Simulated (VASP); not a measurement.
# CdS (kk07) (F-43m) in VASP: notebook

The runs below take CdS (kk07) through single point, with LDA.

Program: VASP 6.6.1. These are calculated values, not measurements. Logs are shortened: lines on timing, memory, paths and dates and some standing lists are left out, and cuts for length are marked.

**1. The cell of the first run**

The structure is cubic, space group F-43m (No. 216). Conventional cell: a = 5.886 Å, b = 5.886 Å, c = 5.886 Å, α = 90.00°, β = 90.00°, γ = 90.00°. Cd (site symmetry -43m) has 4 S at 2.55 Å within 3.4 Å. Within 3.4 Å of S (site symmetry -43m) lie 4 Cd at 2.55 Å.

**2. Single point, LDA**

Input file INCAR:

```
SYSTEM = CdS
PREC = Accurate
ENCUT = 520
EDIFF = 1E-6
ISMEAR = 0
SIGMA = 0.1
LREAL = .FALSE.
LASPH = .TRUE.
NELM = 80
ALGO = Normal
ISIF = 2
LWAVE = .FALSE.
LCHARG = .TRUE.
GGA = CA
LELF = .TRUE.
LVHAR = .TRUE.
NBANDS = 16
```

Input file KPOINTS:

```
regular mesh
0
G
  6 6 6
  0 0 0
```

Input file POSCAR:

```
CdS
1.0
    0.0000000000      2.9429534600      2.9429534600
    2.9429534600      0.0000000000      2.9429534600
    2.9429534600      2.9429534600      0.0000000000
Cd S
1 1
Direct
    0.0000000000      0.0000000000      0.0000000000
    0.7500000000      0.7500000000      0.7500000000
```

Potentials or basis: VASP PAW LDA potentials, release 64 (Cd, S).

Command:

```console
$ cat potpaw_LDA.64/Cd/POTCAR potpaw_LDA.64/S/POTCAR > POTCAR
$ mpirun -np 1 vasp_std > vasp.out
```

OUTCAR:

```text
SYSTEM = CdS
   PREC = Accurate
   ENCUT = 520
   EDIFF = 1E-6
   ISMEAR = 0
   LREAL = .FALSE.
   LASPH = .TRUE.
   NELM = 80
   ISIF = 2
   GGA = CA

 ion  position               nearest neighbor table
   1  0.000  0.000  0.000-   2 2.55   2 2.55   2 2.55   2 2.55
   2  0.750  0.750  0.750-   1 2.55   1 2.55   1 2.55   1 2.55

  LATTYP: Found a face centered cubic cell.
 ALAT       =     5.8859069200

  Lattice vectors:

 A1 = (   0.0000000000,   2.9429534600,   2.9429534600)
 A2 = (   2.9429534600,   0.0000000000,   2.9429534600)
 A3 = (   2.9429534600,   2.9429534600,   0.0000000000)

Analysis of symmetry for initial positions (statically):
=====================================================================
 Subroutine PRICEL returns:
 Original cell was already a primitive cell.

 Routine SETGRP: Setting up the symmetry group for a
 face centered cubic supercell.

 Subroutine GETGRP returns: Found 24 space group operations
 (whereof 24 operations were pure point group operations)
 out of a pool of 48 trial point group operations.

The static configuration has the point symmetry T_d .

Analysis of symmetry for dynamics (positions and initial velocities):
=====================================================================
 Subroutine PRICEL returns:
 Original cell was already a primitive cell.

 Routine SETGRP: Setting up the symmetry group for a
 face centered cubic supercell.

 Subroutine GETGRP returns: Found 24 space group operations
 (whereof 24 operations were pure point group operations)
 out of a pool of 48 trial point group operations.

The dynamic configuration has the point symmetry T_d .

 Subroutine INISYM returns: Found 24 space group operations
 (whereof 24 operations are pure point group operations),
 and found     1 'primitive' translations

----------------------------------------------------------------------------------------

                                     Primitive cell

  volume of cell :      50.9777

  direct lattice vectors                    reciprocal lattice vectors
     0.000000000  2.942953460  2.942953460    -0.169897352  0.169897352  0.169897352
     2.942953460  0.000000000  2.942953460     0.169897352 -0.169897352  0.169897352
     2.942953460  2.942953460  0.000000000     0.169897352  0.169897352 -0.169897352

  length of vectors
     4.161964697  4.161964697  4.161964697     0.294270846  0.294270846  0.294270846

  position of ions in fractional coordinates (direct lattice)
     0.000000000  0.000000000  0.000000000
     0.750000000  0.750000000  0.750000000

  ion indices of the primitive-cell ions
   primitive index   ion index
                 1           1
                 2           2

----------------------------------------------------------------------------------------

 KPOINTS: regular mesh

Automatic generation of k-mesh.
 Grid dimensions read from file:
 generate k-points for:    6    6    6

 Generating k-lattice:

  Cartesian coordinates                     Fractional coordinates (reciprocal lattice)
    -0.028316225  0.028316225  0.028316225     0.166666667  0.000000000  0.000000000
     0.028316225 -0.028316225  0.028316225     0.000000000  0.166666667  0.000000000
     0.028316225  0.028316225 -0.028316225     0.000000000  0.000000000  0.166666667

  Length of vectors
     0.049045141  0.049045141  0.049045141

  Shift w.r.t. Gamma in fractional coordinates (k-lattice)
     0.000000000  0.000000000  0.000000000

 Subroutine IBZKPT returns following result:
 ===========================================

 Found     16 irreducible k-points:

 Following reciprocal coordinates:
            Coordinates               Weight
  0.000000  0.000000  0.000000      1.000000
  0.166667  0.000000  0.000000      8.000000
  0.333333  0.000000  0.000000      8.000000
  0.500000  0.000000  0.000000      4.000000
  0.166667  0.166667  0.000000      6.000000
  0.333333  0.166667  0.000000     24.000000
[... 8 lines left out ...]
 -0.333333  0.333333  0.166667     24.000000
 -0.333333  0.500000  0.166667     12.000000
   k-points           NKPTS =     16   k-points in BZ     NKDIM =     16   number of bands    NBANDS=     16
   number of dos      NEDOS =    301   number of ions     NIONS =      2
   total plane-waves  NPLWV =  32768
   dimension x,y,z NGX =    32 NGY =   32 NGZ =   32
   dimension x,y,z NGXF=    64 NGYF=   64 NGZF=   64
   ions per type =               1   1
   NGX,Y,Z   is equivalent  to a cutoff of  12.78, 12.78, 12.78 a.u.
   NGXF,Y,Z  is equivalent  to a cutoff of  25.56, 25.56, 25.56 a.u.
 SYSTEM =  CdS
   PREC   = accura    normal or accurate (medium, high low for compatibility)
   ISTART =      0    job   : 0-new  1-cont  2-samecut
   ICHARG =      2    charge: 1-file 2-atom 10-const
   ISPIN  =      1    spin polarized calculation?
   LNONCOLLINEAR =      F non collinear calculations
   LSORBIT =      F    spin-orbit coupling
   LASPH  =      T    aspherical Exc in radial PAW
   ENCUT  =  520.0 eV  38.22 Ry    6.18 a.u.   7.74  7.74  7.74*2*pi/ulx,y,z
   NELM   =     80;   NELMIN=  2; NELMDL= -5     # of ELM steps
   EDIFF  = 0.1E-05   stopping-criterion for ELM
   LREAL  =      F    real-space projection
   EDIFFG = 0.1E-04   stopping-criterion for IOM
   NSW    =      0    number of steps for IOM
   IBRION =     -1    ionic relax: 0-MD 1-quasi-New 2-CG
   NFREE  =      0    steps in history (QN), initial steepest desc. (CG)
   ISIF   =      2    stress and relaxation
   ISYM   =      2    0-nonsym 1-usesym 2-fastsym
   POTIM  = 0.5000    time-step for ionic-motion
   TEBEG  =    0.0;   TEEND  =   0.0 temperature during run
   PSTRESS=    0.0 pullay stress
   NELECT =      18.0000    total number of electrons
   NUPDOWN=      -1.0000    fix difference up-down
   EMIN   =  10.00;   EMAX   =-10.00  energy-range for DOS
   EFERMI =   0.00;   METHOD = LEGACY
   ISMEAR =     0;   SIGMA  =   0.10  broadening in eV -4-tet -1-fermi 0-gaus
   EFERMI_NEDOS =   21; number of points for ismear=-14 and -15
   IALGO  =     38    algorithm
   IMIX   =      4    mixing-type and parameters
     AMIX     =   0.40;   BMIX     =  1.00
     AMIX_MAG =   1.60;   BMIX_MAG =  1.00
  volume/ion in A,a.u.               =      25.49       172.01
  Fermi-wavevector in a.u.,A,eV,Ry     =   1.157104  2.186609 18.216690  1.338889
  Thomas-Fermi vector in A             =   2.293718
   LORBIT       =      0    0 simple, 1 ext, 2 COOP (PROOUT), +10 PAW based schemes
   GGA     = CA    functional components
   LHFCALC =     F    Hartree Fock is set to
   AEXX    =    0.0000 exact exchange contribution
   IVDW    =     0    specifies the selected vdW correction
   LEPSILON=     F    determine dielectric tensor
   LRPA    =     F    only Hartree local field effects (RPA)
 non-spin polarized calculation
 Gauss-broadening in eV      SIGMA  =   0.10
  energy-cutoff  :      520.00
  volume of cell :       50.98
 maximum number of plane-waves:      1384
   NGX = 15   NGY = 15   NGZ = 15

 number of electron      18.0000005 magnetization

 Free energy of the ion-electron system (eV)
  ---------------------------------------------------
  ext. energy  EPLUGINS =         0.00000000
  ---------------------------------------------------
  free energy    TOTEN  =        -7.37183957 eV

  energy without entropy =       -7.37183957  energy(sigma->0) =       -7.37183957

 E-fermi :   1.3059     XC(G=0):  -9.4632

 val. band max:        0.8971108860   @ k =   0.0000   0.0000   0.0000
 cond. band min:       1.7281617308   @ k =   0.0000   0.0000   0.0000
 fundamental gap:      0.8310508448
 Fermi energy:         1.3059139052

 k-point     1 :       0.0000    0.0000    0.0000
  band No.  band energies     occupation
      1     -11.2948      2.00000
      2      -6.7850      2.00000
      3      -6.7850      2.00000
      4      -6.7850      2.00000
      5      -6.3364      2.00000
      6      -6.3364      2.00000
[... 8 lines left out ...]
     15      12.2937      0.00000
     16      12.2937      0.00000

 k-point     2 :       0.1667    0.0000    0.0000
  band No.  band energies     occupation
      1     -11.1907      2.00000
      2      -6.7495      2.00000
      3      -6.7495      2.00000
      4      -6.6902      2.00000
      5      -6.3373      2.00000
      6      -6.3373      2.00000
[... 8 lines left out ...]
     15      11.4532      0.00000
     16      12.3249      0.00000

 k-point     3 :       0.3333    0.0000    0.0000
  band No.  band energies     occupation
      1     -10.9813      2.00000
      2      -6.6919      2.00000
      3      -6.6919      2.00000
      4      -6.3382      2.00000
      5      -6.3211      2.00000
      6      -6.3211      2.00000
[... 8 lines left out ...]
     15      11.8493      0.00000
     16      11.8493      0.00000

 k-point     4 :       0.5000    0.0000    0.0000
  band No.  band energies     occupation
      1     -10.8773      2.00000
      2      -6.6723      2.00000
      3      -6.6723      2.00000
      4      -6.3014      2.00000
      5      -6.3014      2.00000
      6      -5.9751      2.00000
[... 8 lines left out ...]
     15      13.3103      0.00000
     16      13.3103      0.00000
[... 172 lines left out ...]
 k-point    14 :       0.5000    0.3333    0.1667
  band No.  band energies     occupation
      1     -10.8480      2.00000
      2      -6.6088      2.00000
      3      -6.5997      2.00000
      4      -6.4270      2.00000
      5      -6.2994      2.00000
      6      -6.0553      2.00000
[... 8 lines left out ...]
     15      13.6198      0.00000
     16      13.9639      0.00000

 k-point    15 :      -0.3333    0.3333    0.1667
  band No.  band energies     occupation
      1     -10.7821      2.00000
      2      -6.6053      2.00000
      3      -6.5639      2.00000
      4      -6.3765      2.00000
      5      -6.3191      2.00000
      6      -5.8057      2.00000
[... 8 lines left out ...]
     15      13.1007      0.00000
     16      14.0598      0.00000

 k-point    16 :      -0.3333    0.5000    0.1667
  band No.  band energies     occupation
      1     -10.7500      2.00000
      2      -6.5695      2.00000
      3      -6.5325      2.00000
      4      -6.4104      2.00000
      5      -6.2968      2.00000
      6      -5.7770      2.00000
[... 8 lines left out ...]
     15      13.9255      0.00000
     16      13.9660      0.00000

------------------------ aborting loop because EDIFF is reached ----------------------------------------

  FORCE on cell =-STRESS in cart. coord.  units (eV):
  Direction    XX          YY          ZZ          XY          YZ          ZX
  --------------------------------------------------------------------------------------
  -------------------------------------------------------------------------------------
  Total       -1.1050148     -1.1050148     -1.1050148     -0.0000000     -0.0000000     -0.0000000
  in kB      -34.7294970    -34.7294970    -34.7294970     -0.0000000     -0.0000000     -0.0000000
  external PRESSURE =     -34.7294970 kB  Pullay stress =       0.0000000 kB

 VOLUME and BASIS-vectors are now :
 -----------------------------------------------------------------------------
  energy-cutoff  :      520.00
  volume of cell :       50.98
      direct lattice vectors                 reciprocal lattice vectors
     0.000000000  2.942953460  2.942953460    -0.169897352  0.169897352  0.169897352
     2.942953460  0.000000000  2.942953460     0.169897352 -0.169897352  0.169897352
     2.942953460  2.942953460  0.000000000     0.169897352  0.169897352 -0.169897352

 POSITION                                       TOTAL-FORCE (eV/Angst)
 -----------------------------------------------------------------------------------
      0.00000      0.00000      0.00000         0.000000      0.000000      0.000000
      4.41443      4.41443      4.41443        -0.000000     -0.000000     -0.000000
 -----------------------------------------------------------------------------------
    total drift:                               -0.000000     -0.000000     -0.000000

  FREE ENERGIE OF THE ION-ELECTRON SYSTEM (eV)
  ---------------------------------------------------
  free  energy   TOTEN  =        -7.3718395717 eV

  energy  without entropy=       -7.3718395716  energy(sigma->0) =       -7.37183957
```

It took 9.9 s on 1 thread of Intel Xeon Platinum 8375C at 2.90GHz (Ice Lake), shared host; peak memory 0.16 GiB.

Results:

| Item | Value |
| --- | --- |
| Free energy | -7.3718 eV |
| Pressure | -3.5 GPa |
| Band gap on the k mesh | 0.83 eV, direct |

As with any semilocal functional, this LDA gap is likely too small.

**3. Single point, LDA**

This run uses another cell than the first one, of 23.85 Å³/atom, 0.936 times its volume.

Input file INCAR:

```
PREC = Accurate
ENCUT = 520
EDIFF = 1E-7
ISMEAR = 0
SIGMA = 0.02
LREAL = False
LASPH = True
NELM = 100
ALGO = Normal
ISIF = 2
LWAVE = False
LCHARG = True
GGA = CA
LELF = True
LVHAR = True
NBANDS = 16
```

Input file KPOINTS:

```
regular mesh
0
Gamma
  12 12 12
```

Input file POSCAR:

```
CdS
1.0
    0.0000000000      2.8785037212      2.8785037212
    2.8785037212      0.0000000000      2.8785037212
    2.8785037212      2.8785037212      0.0000000000
Cd S
1 1
Direct
    0.0000000000      0.0000000000      0.0000000000
    0.7500000000      0.7500000000      0.7500000000
```

Potentials or basis: VASP PAW LDA potentials, release 64 (Cd, S).

Command:

```console
$ cat potpaw_LDA.64/Cd/POTCAR potpaw_LDA.64/S/POTCAR > POTCAR
$ mpirun -np 1 vasp_std > vasp.out
```

Wall time 47 s (1 thread of Intel Xeon Platinum 8375C at 2.90GHz (Ice Lake), shared host); peak memory 0.18 GiB.

It converged, with:

| Item | Value |
| --- | --- |
| Free energy | -7.4072 eV |
| Pressure | 0.5 GPa |
| Band gap on the k mesh | 0.98 eV, direct |

Levels at points of the mesh, in eV from the valence-band top:
| k point | band 5 | band 6 | band 7 | band 8 | band 9 | band 10 | band 11 | band 12 | band 13 | band 14 |
| --- | --- | --- | --- | --- | --- | --- | --- | --- | --- | --- |
| (0.00, 0.00, 0.00) | -7.40 | -7.40 | 0.00 | 0.00 | 0.00 | 0.98 | 6.35 | 6.35 | 6.35 | 11.29 |
| (0.50, 0.00, 0.00) | -7.35 | -6.97 | -4.77 | -0.83 | -0.83 | 2.84 | 6.84 | 6.84 | 7.34 | 10.89 |
| (0.50, 0.50, 0.00) | -7.30 | -6.91 | -4.23 | -2.07 | -2.07 | 3.24 | 4.21 | 9.13 | 10.78 | 10.78 |

LDA gaps usually lie below the measured ones, often by a third to a half.
